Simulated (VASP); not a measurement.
A run of VASP 6.6.1 is set up as follows.

File INCAR:

```
  PREC = Accurate
  ENCUT = 520
  EDIFF = 1E-6
  ISMEAR = -1
  SIGMA = 0.0868
  LREAL = Auto
  LASPH = True
  NELM = 60
  ALGO = Normal
  ISIF = 2
  LWAVE = False
  LCHARG = False
  GGA = RP
  NBANDS = 40
```

File KPOINTS:

```
regular mesh
0
Gamma
  3 3 3
```

Contents of POSCAR:

```
LiH4IO2
1.0
    5.9387800000      0.1612660000     -0.3639440000
   -1.0593590000      6.3232660000      0.5327610000
    0.7868620000     -0.2134570000      6.2056330000
I Li O H
2 2 4 8
Direct
    0.6306850000      0.8422720000      0.2657880000
    0.9350560000      0.2583670000      0.6295660000
    0.1779680000      0.4808490000      0.1557960000
    0.4659000000      0.4912810000      0.6788370000
    0.2117810000      0.9352320000      0.6882090000
    0.8161400000      0.5956560000      0.9420040000
    0.3926640000      0.1886230000      0.3666670000
    0.9078010000      0.7068520000      0.5899130000
    0.6618350000      0.8595650000      0.7100330000
    0.0386840000      0.9615450000      0.3851620000
    0.3729350000      0.7827380000      0.9180840000
    0.5157670000      0.0966320000      0.6347020000
    0.1251110000      0.6465800000      0.8021710000
    0.2215630000      0.7401690000      0.4476660000
    0.9651800000      0.1298200000      0.0393610000
    0.6401630000      0.0403170000      0.8999760000
```

Potentials or basis: VASP PAW PBE potentials, release 64 (I, Li_sv, O, H).

The run is started by

```console
$ cat potpaw_PBE.64/I/POTCAR potpaw_PBE.64/Li_sv/POTCAR potpaw_PBE.64/O/POTCAR potpaw_PBE.64/H/POTCAR > POTCAR
$ mpirun -np 1 vasp_std > vasp.out
```

(1) What does it give for the largest force?

(2) Estimate the band gap on the k mesh.

Answers

(1) 1.719 eV/Å.

(2) zero (band 26 reaches 0.28 eV, above the bottom of band 27 at 0.24 eV).

Caveat: the PAW data sets were made with another functional, which shifts forces and pressure a little; spin-orbit coupling is left out, which moves the levels of the heavy elements.
